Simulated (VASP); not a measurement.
# WSe2 in VASP: relaxation of the atoms with PBEsol

Aim: the relaxation of the atoms of WSe2 with PBEsol.

Everything below comes from runs of VASP 6.6.1. Logs are shortened: lines on timing, memory, paths and dates and some standing lists are left out, and cuts for length are marked.

## (1) The cell of the first run

The cell holds a slab with vacuum, 6 atoms: a = 3.270 Å, b = 3.270 Å, c = 35.007 Å, α = 90.00°, β = 90.00°, γ = 120.00°.

## (2) Relaxation of the atoms, PBEsol

File INCAR:

```
  ALGO = Normal
  DIPOL = 0.5 0.5 0.500
  EDIFF = 1E-6
  EDIFFG = -0.02
  ENCUT = 520
  GGA = PS
  IBRION = 2
  IDIPOL = 3
  ISIF = 2
  ISMEAR = 0
  LASPH = T
  LCHARG = F
  LDIPOL = T
  LREAL = F
  LWAVE = F
  NELM = 80
  NSW = 80
  PREC = Accurate
  SIGMA = 0.05
```

File KPOINTS:

```
k-points
0
Gamma
  9 9 1
```

File POSCAR:

```
WSe2
1.0
    3.2702526708      0.0000000000      0.0000000000
   -1.6351263354      2.8321218897      0.0000000000
    0.0000000000      0.0000000000     35.0067650061
Se W
4 2
Direct
    0.3333333333      0.6666666667      0.2142443039
    0.3333333333      0.6666666667      0.3098129211
    0.3333333333      0.6666666667      0.6901870789
    0.3333333333      0.6666666667      0.7857556961
    0.0000000000      0.0000000000      0.2620286125
    0.0000000000      0.0000000000      0.7379713875
```

Potentials or basis: VASP PAW PBE potentials, release 64 (Se, W_sv).

Command:

```bash
$ cat potpaw_PBE.64/Se/POTCAR potpaw_PBE.64/W_sv/POTCAR > POTCAR
$ mpirun -np 1 vasp_std > vasp.out
```

OUTCAR:

```text
EDIFF = 1E-6
   EDIFFG = -0.02
   ENCUT = 520
   GGA = PS
   IBRION = 2
   ISIF = 2
   ISMEAR = 0
   LASPH = T
   LREAL = F
   NELM = 80
   NSW = 80
   PREC = Accurate

 ion  position               nearest neighbor table
   1  0.333  0.667  0.214-   5 2.52   5 2.52   5 2.52
   2  0.333  0.667  0.310-   5 2.52   5 2.52   5 2.52
   3  0.333  0.667  0.690-   6 2.52   6 2.52   6 2.52
   4  0.333  0.667  0.786-   6 2.52   6 2.52   6 2.52
   5  0.000  0.000  0.262-   2 2.52   1 2.52   2 2.52   1 2.52   2 2.52   1 2.52
   6  0.000  0.000  0.738-   3 2.52   4 2.52   3 2.52   4 2.52   3 2.52   4 2.52

  LATTYP: Found a hexagonal cell.
 ALAT       =     3.2702526708
 C/A-ratio  =    10.7046055856

  Lattice vectors:

 A1 = (   3.2702526708,   0.0000000000,   0.0000000000)
 A2 = (  -1.6351263354,   2.8321218897,   0.0000000000)
 A3 = (   0.0000000000,   0.0000000000,  35.0067650061)

Analysis of symmetry for initial positions (statically):
=====================================================================
 Subroutine PRICEL returns:
 Original cell was already a primitive cell.

 Routine SETGRP: Setting up the symmetry group for a
 hexagonal supercell.

 Subroutine GETGRP returns: Found 12 space group operations
 (whereof 12 operations were pure point group operations)
 out of a pool of 24 trial point group operations.

The static configuration has the point symmetry D_3h.

Analysis of symmetry for dynamics (positions and initial velocities):
=====================================================================
 Subroutine PRICEL returns:
 Original cell was already a primitive cell.

 Routine SETGRP: Setting up the symmetry group for a
 hexagonal supercell.

 Subroutine GETGRP returns: Found 12 space group operations
 (whereof 12 operations were pure point group operations)
 out of a pool of 24 trial point group operations.

The dynamic configuration has the point symmetry D_3h.

 Subroutine INISYM returns: Found 12 space group operations
 (whereof 12 operations are pure point group operations),
 and found     1 'primitive' translations

----------------------------------------------------------------------------------------

                                     Primitive cell

  volume of cell :     324.2241

  direct lattice vectors                    reciprocal lattice vectors
     3.270252671  0.000000000  0.000000000     0.305786770  0.176546074  0.000000000
    -1.635126335  2.832121890  0.000000000     0.000000000  0.353092147  0.000000000
     0.000000000  0.000000000 35.006765006     0.000000000  0.000000000  0.028565907

  length of vectors
     3.270252671  3.270252671 35.006765006     0.353092147  0.353092147  0.028565907

  position of ions in fractional coordinates (direct lattice)
     0.333333333  0.666666667  0.214244304
     0.333333333  0.666666667  0.309812921
     0.333333333  0.666666667  0.690187079
     0.333333333  0.666666667  0.785755696
     0.000000000  0.000000000  0.262028613
     0.000000000  0.000000000  0.737971387

  ion indices of the primitive-cell ions
   primitive index   ion index
                 1           1
                 2           2
                 3           3
                 4           4
                 5           5
                 6           6
[... 67 lines left out ...]
   POTIM  = 0.5000    time-step for ionic-motion
   TEBEG  =    0.0;   TEEND  =   0.0 temperature during run
   PSTRESS=    0.0 pullay stress
   NELECT =      52.0000    total number of electrons
   NUPDOWN=      -1.0000    fix difference up-down
   EMIN   =  10.00;   EMAX   =-10.00  energy-range for DOS
   EFERMI =   0.00;   METHOD = LEGACY
   ISMEAR =     0;   SIGMA  =   0.05  broadening in eV -4-tet -1-fermi 0-gaus
   EFERMI_NEDOS =   21; number of points for ismear=-14 and -15
   IALGO  =     38    algorithm
   IMIX   =      4    mixing-type and parameters
     AMIX     =   0.40;   BMIX     =  1.00
     AMIX_MAG =   1.60;   BMIX_MAG =  1.00
  volume/ion in A,a.u.               =      54.04       364.66
  Fermi-wavevector in a.u.,A,eV,Ry     =   0.889462  1.680840 10.764156  0.791143
  Thomas-Fermi vector in A             =   2.011026
   LORBIT       =      0    0 simple, 1 ext, 2 COOP (PROOUT), +10 PAW based schemes
   GGA     = PS    functional components
   LHFCALC =     F    Hartree Fock is set to
   AEXX    =    0.0000 exact exchange contribution
   IVDW    =     0    specifies the selected vdW correction
   LEPSILON=     F    determine dielectric tensor
   LRPA    =     F    only Hartree local field effects (RPA)
 conjugate gradient relaxation of ions
 non-spin polarized calculation
 Gauss-broadening in eV      SIGMA  =   0.05
  energy-cutoff  :      520.00
  volume of cell :      324.22
 maximum number of plane-waves:      8820
   NGX = 13   NGY = 13   NGZ =131

--------------------------------------- Ionic step        1  -------------------------------------------

 number of electron      51.9999991 magnetization

 Free energy of the ion-electron system (eV)
  ---------------------------------------------------
  ext. energy  EPLUGINS =         0.00000000
  ---------------------------------------------------
  free energy    TOTEN  =       -46.46965070 eV

  energy without entropy =      -46.46965070  energy(sigma->0) =      -46.46965070

------------------------ aborting loop because EDIFF is reached ----------------------------------------

  FORCE on cell =-STRESS in cart. coord.  units (eV):
  Direction    XX          YY          ZZ          XY          YZ          ZX
  --------------------------------------------------------------------------------------
  -------------------------------------------------------------------------------------
  Total        0.2737259      0.2737259      0.3829535      0.0000000      0.0000000     -0.0000000
  in kB        1.3526371      1.3526371      1.8923931      0.0000000      0.0000000     -0.0000000
  external PRESSURE =       1.5325557 kB  Pullay stress =       0.0000000 kB

 VOLUME and BASIS-vectors are now :
 -----------------------------------------------------------------------------
  energy-cutoff  :      520.00
  volume of cell :      324.22
      direct lattice vectors                 reciprocal lattice vectors
     3.270252671  0.000000000  0.000000000     0.305786770  0.176546074  0.000000000
    -1.635126335  2.832121890  0.000000000     0.000000000  0.353092147  0.000000000
     0.000000000  0.000000000 35.006765006     0.000000000  0.000000000  0.028565907

 POSITION                                       TOTAL-FORCE (eV/Angst)
 -----------------------------------------------------------------------------------
     -0.00000      1.88808      7.50000        -0.000000      0.000000     -0.060466
     -0.00000      1.88808     10.84555         0.000000      0.000000      0.060507
     -0.00000      1.88808     24.16122         0.000000      0.000000     -0.060507
     -0.00000      1.88808     27.50677        -0.000000     -0.000000      0.060466
      0.00000      0.00000      9.17277        -0.000000     -0.000000     -0.000056
      0.00000      0.00000     25.83399        -0.000000     -0.000000      0.000056
 -----------------------------------------------------------------------------------
    total drift:                                0.000000     -0.000000     -0.000000

  FREE ENERGIE OF THE ION-ELECTRON SYSTEM (eV)
  ---------------------------------------------------
  free  energy   TOTEN  =       -46.4696506991 eV

  energy  without entropy=      -46.4696506991  energy(sigma->0) =      -46.46965070

 dipolmoment           0.000000      0.000000      0.000000 electrons x Angstroem

--------------------------------------- Ionic step        2  -------------------------------------------

 number of electron      51.9999989 magnetization

 dipolmoment           0.000000      0.000000     -0.000000 electrons x Angstroem

 Free energy of the ion-electron system (eV)
  ---------------------------------------------------
  ext. energy  EPLUGINS =         0.00000000
  ---------------------------------------------------
  free energy    TOTEN  =       -46.47004320 eV

  energy without entropy =      -46.47004320  energy(sigma->0) =      -46.47004320

 E-fermi :  -0.6727     XC(G=0):  -4.6187

 val. band max:       -1.0240400293   @ k =   0.3333   0.3333   0.0000
 cond. band min:       0.6715285628   @ k =   0.3333   0.3333   0.0000
 fundamental gap:      1.6955685921
 Fermi energy:        -0.6727028510

 k-point     1 :       0.0000    0.0000    0.0000
  band No.  band energies     occupation
      1     -74.9733      2.00000
      2     -74.9733      2.00000
      3     -39.2383      2.00000
      4     -39.2383      2.00000
      5     -39.0865      2.00000
      6     -39.0865      2.00000
[... 397 lines left out ...]
     30       1.7678      0.00000
     31       2.5885      0.00000

------------------------ aborting loop because EDIFF is reached ----------------------------------------

 vacuum level on the upper side and lower side of the slab       (xc-potential included)        -0.008        -0.008

  FORCE on cell =-STRESS in cart. coord.  units (eV):
  Direction    XX          YY          ZZ          XY          YZ          ZX
  --------------------------------------------------------------------------------------
  -------------------------------------------------------------------------------------
  Total        0.1424486      0.1424486      0.0359977      0.0000000      0.0000000      0.0000000
  in kB        0.7039205      0.7039205      0.1778853      0.0000000      0.0000000      0.0000000
  external PRESSURE =       0.5285755 kB  Pullay stress =       0.0000000 kB

 VOLUME and BASIS-vectors are now :
 -----------------------------------------------------------------------------
  energy-cutoff  :      520.00
  volume of cell :      324.22
      direct lattice vectors                 reciprocal lattice vectors
     3.270252671  0.000000000  0.000000000     0.305786770  0.176546074  0.000000000
    -1.635126335  2.832121890  0.000000000     0.000000000  0.353092147  0.000000000
     0.000000000  0.000000000 35.006765006     0.000000000  0.000000000  0.028565907

 POSITION                                       TOTAL-FORCE (eV/Angst)
 -----------------------------------------------------------------------------------
     -0.00000      1.88808      7.49708        -0.000000      0.000000     -0.007888
     -0.00000      1.88808     10.84847         0.000000     -0.000000      0.007831
     -0.00000      1.88808     24.15830        -0.000000     -0.000000     -0.007831
     -0.00000      1.88808     27.50968        -0.000000      0.000000      0.007888
      1.63513      2.83212      9.17277         0.000000     -0.000000      0.000055
      1.63513      2.83212     25.83399         0.000000      0.000000     -0.000055
 -----------------------------------------------------------------------------------
    total drift:                                0.000001     -0.000000     -0.000000

  FREE ENERGIE OF THE ION-ELECTRON SYSTEM (eV)
  ---------------------------------------------------
  free  energy   TOTEN  =       -46.4700432010 eV

  energy  without entropy=      -46.4700432010  energy(sigma->0) =      -46.47004320

 reached required accuracy - stopping structural energy minimisation

 vacuum level on the upper side and lower side of the slab         4.104         4.104
```

Wall time 7.9 min (1 thread of Oxide Virtual Turin-like, shared host); peak memory 0.41 GiB.

What came out:

* Free energy: -46.4700 eV
* Energy gained by relaxing: 0.1 meV/atom
* Ionic steps: 2
* Largest force after relaxing: 0.008 eV/Å
* Band gap on the k mesh: 1.70 eV

Forces on the atoms (eV/Å):
```
Se   0.000  0.000 -0.008
Se   0.000  0.000  0.008
Se   0.000  0.000 -0.008
Se   0.000  0.000  0.008
W    0.000  0.000  0.000
W    0.000  0.000  0.000
```

The path:
| step | energy change (eV) | largest force (eV/Å) | pressure (GPa) |
| --- | --- | --- | --- |
| 1 | 0.0000 | 0.0605 | 0.15 |
| 2 | -0.0004 | 0.0079 | 0.05 |

Final structure:
```
Se W
1.0
     3.27025    0.00000    0.00000
    -1.63513    2.83212    0.00000
     0.00000    0.00000   35.00677
Se W
4 2
Cartesian
  0.0000 1.8881 7.4971
  0.0000 1.8881 10.8485
  0.0000 1.8881 24.1583
  0.0000 1.8881 27.5097
  1.6351 2.8321 9.1728
  1.6351 2.8321 25.8340
```

Levels at points of the mesh, in eV from the valence-band top:
| k point | band 24 | band 25 | band 26 | band 27 | band 28 | band 29 |
| --- | --- | --- | --- | --- | --- | --- |
| (0.00, 0.00, 0.00) | -1.17 | -0.42 | -0.42 | 3.06 | 3.06 | 3.06 |

Caveat: the PAW data sets were made with another functional, which shifts forces and pressure a little; spin-orbit coupling is left out, which moves the levels of the heavy elements.
